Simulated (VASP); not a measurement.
Set up this calculation in VASP 6.6.1, as the native input.

- Task: single point
- Functional: r2SCAN
- Potentials or basis: VASP PAW PBE potentials, release 64 (Al, Si)
- Cutoff: 520 eV
- k mesh: 2 × 2 × 2
- Occupations: fermi-dirac, width 0.1 eV
- Spin: no spin polarisation
- Dipole correction: no
- Further INCAR settings: LREAL = Auto; ALGO = Normal; EDIFF = 1e-06; NBANDS = 68

System: Al30Si (a cell with a defect).

```
CELL_PARAMETERS angstrom
8.10000 0.00000 0.00000
0.00000 8.10000 0.00000
0.00000 0.00000 8.10000
ATOMIC_POSITIONS crystal
Al 0.49895 0.99971 0.99884
Al 0.74974 0.25221 0.99774
Al 0.00063 0.99970 0.99668
Al 0.24991 0.25071 0.99999
Al 0.50015 0.49971 0.00004
Al 0.74975 0.74721 0.99773
Al 0.24690 0.99970 0.25438
Al 0.49785 0.25220 0.24963
Al 0.75268 0.49971 0.25256
Al 0.49680 0.99970 0.50052
Al 0.74889 0.25410 0.50068
Al 0.75450 0.99970 0.74678
Al 0.00335 0.49972 0.99735
Al 0.24991 0.74871 0.99999
Al 0.00079 0.25410 0.24878
Al 0.25056 0.49972 0.24943
Al 0.49784 0.74721 0.24964
Al 0.24781 0.25037 0.50319
Al 0.49746 0.49971 0.50324
Al 0.74887 0.74528 0.50068
Al 0.24868 0.99970 0.74857
Al 0.50010 0.25072 0.74980
Al 0.74954 0.49971 0.75045
Al 0.00079 0.74527 0.24876
Al 0.00042 0.49970 0.50031
Al 0.24780 0.74906 0.50319
Al 0.00330 0.25036 0.74770
Al 0.25014 0.49971 0.75003
Al 0.50010 0.74871 0.74980
Al 0.00330 0.74906 0.74768
Si 0.94094 0.99961 0.44080
```

The input as run:

POSCAR

```
Al30Si
1.0
    8.1000000000      0.0000000000      0.0000000000
    0.0000000000      8.1000000000      0.0000000000
    0.0000000000      0.0000000000      8.1000000000
Al Si
30 1
Direct
    0.4989486420     -0.0002920988     -0.0011618519
    0.7497422222      0.2522069136     -0.0022627160
    0.0006339506     -0.0003028395     -0.0033229630
    0.2499097531      0.2507102469     -0.0000140741
    0.5001458025      0.4997098765      0.0000350617
    0.7497451852      0.7472056790     -0.0022658025
    0.2468993827     -0.0002981481      0.2543846914
    0.4978518519      0.2522044444      0.2496322222
    0.7526766667      0.4997054321      0.2525630864
    0.4967972840     -0.0003011111      0.5005181481
    0.7488896296      0.2541034568      0.5006808642
    0.7544954321     -0.0002960494      0.7467840741
    0.0033467901      0.4997153086     -0.0026532099
    0.2499075309      0.7487066667     -0.0000122222
    0.0007895062      0.2541023457      0.2487788889
    0.2505616049      0.4997177778      0.2494282716
    0.4978420988      0.7472054321      0.2496351852
    0.2478123457      0.2503655556      0.5031888889
    0.4974559259      0.4997141975      0.5032361728
    0.7488722222      0.7452754321      0.5006807407
    0.2486807407     -0.0003023457      0.7485680247
    0.5000966667      0.2507150617      0.7497995062
    0.7495413580      0.4997135802      0.7504525926
    0.0007922222      0.7452738272      0.2487646914
    0.0004219753      0.4997014815      0.5003081481
    0.2477959259      0.7490555556      0.5031858025
    0.0033002469      0.2503628395      0.7476981481
    0.2501398765      0.4997058025      0.7500313580
    0.5000962963      0.7487060494      0.7497975309
    0.0032972840      0.7490586420      0.7476825926
    0.9409407407     -0.0003927160      0.4408032099
```

INCAR.step1

```
ALGO = Normal
EDIFF = 1E-4
ENCUT = 520
GGA = PE
ISMEAR = -1
LASPH = T
LCHARG = F
LREAL = Auto
LWAVE = T
NBANDS = 68
NELM = 100
PREC = Accurate
SIGMA = 0.1
```

INCAR.step2

```
ALGO = Normal
EDIFF = 1E-6
ENCUT = 520
ISIF = 2
ISMEAR = -1
ISTART = 1
LASPH = T
LCHARG = F
LMIXTAU = T
LREAL = Auto
LWAVE = F
METAGGA = R2SCAN
NBANDS = 68
NELM = 100
PREC = Accurate
SIGMA = 0.1
```

KPOINTS

```
k-points
0
Gamma
  2 2 2
```

Potentials or basis: VASP PAW PBE potentials, release 64 (Al, Si).

Run with:

```console
$ cat potpaw_PBE.64/Al/POTCAR potpaw_PBE.64/Si/POTCAR > POTCAR
$ cp INCAR.step1 INCAR
$ mpirun -np 1 vasp_std > vasp.out
$ cp INCAR.step2 INCAR
$ mpirun -np 1 vasp_std > vasp.out
```

It gave:

The pressure is -4.1 GPa, the largest force is 0.665 eV/Å and the band gap on the k mesh is zero (bands 47 and 48 overlap by 0.78 eV).

Caveat: the k points lie up to 0.39 Å⁻¹ apart, too coarse for converged energies and pressures of a metal; the PAW data sets were made with another functional, which shifts forces and pressure a little.

Run time: 34 min on 1 thread of Oxide Virtual Turin-like Processor, on a shared host, peak memory 0.6 GiB.
